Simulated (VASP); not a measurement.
A run of VASP 6.6.1:

Contents of POSCAR:

```
HfO2
1.0
    4.8382036340      0.0000000000      0.0000000000
    0.0000000000      4.8382036340      0.0000000000
    0.0644069583      0.0000000000      3.2203479163
Hf O
2 4
Direct
    0.0000000000      0.0000000000      0.0000000000
    0.5000000000      0.5000000000      0.5000000000
    0.1950305278      0.8051707459      0.4964154899
    0.3049694722      0.3051707459      0.0035845101
    0.6950305278      0.6948292541     -0.0035845101
    0.8049694722      0.1948292541      0.5035845101
```

INCAR.step1

```
PREC     = Accurate       # precision mode
ENCUT    = 520            # plane-wave cutoff, eV
ISMEAR   = 0              # smearing method
SIGMA    = 0.02           # smearing width, eV
LREAL    = F              # projectors in reciprocal space
LASPH    = T              # aspherical terms in the spheres
NELM     = 100            # most SCF steps
NBANDS   = 31             # bands
GGA      = PE             # functional
ALGO     = Normal         # electronic algorithm
EDIFF    = 1E-4           # SCF threshold, eV
LWAVE    = T              # write WAVECAR
LCHARG   = F              # write CHGCAR
```

File INCAR.step2:

```
PREC     = Accurate       # precision mode
ENCUT    = 520            # plane-wave cutoff, eV
EDIFF    = 1E-6           # SCF threshold, eV
ISMEAR   = 0              # smearing method
SIGMA    = 0.02           # smearing width, eV
LREAL    = F              # projectors in reciprocal space
LASPH    = T              # aspherical terms in the spheres
NELM     = 100            # most SCF steps
ALGO     = Normal         # electronic algorithm
ISIF     = 2              # what is computed and relaxed
LWAVE    = F              # write WAVECAR
LCHARG   = F              # write CHGCAR
METAGGA  = R2SCAN         # meta-GGA
LMIXTAU  = T            
NBANDS   = 31             # bands
ISTART   = 1
```

The input KPOINTS:

```
regular mesh
0
Gamma
  6 6 8
```

Potentials or basis: VASP PAW PBE potentials, release 64 (Hf_pv, O).

Launch:

```console
$ cat potpaw_PBE.64/Hf_pv/POTCAR potpaw_PBE.64/O/POTCAR > POTCAR
$ cp INCAR.step1 INCAR
$ mpirun -np 1 vasp_std > vasp.out
$ cp INCAR.step2 INCAR
$ mpirun -np 1 vasp_std > vasp.out
```

Hardware: 1 thread of Oxide Virtual Turin-like Processor, on a shared host.

Task: Estimate the wall time of this run.

Result: It took 22 min on 1 thread of Oxide Virtual Turin-like Processor, on a shared host, peak memory 0.28 GiB. Counts: k points 104.
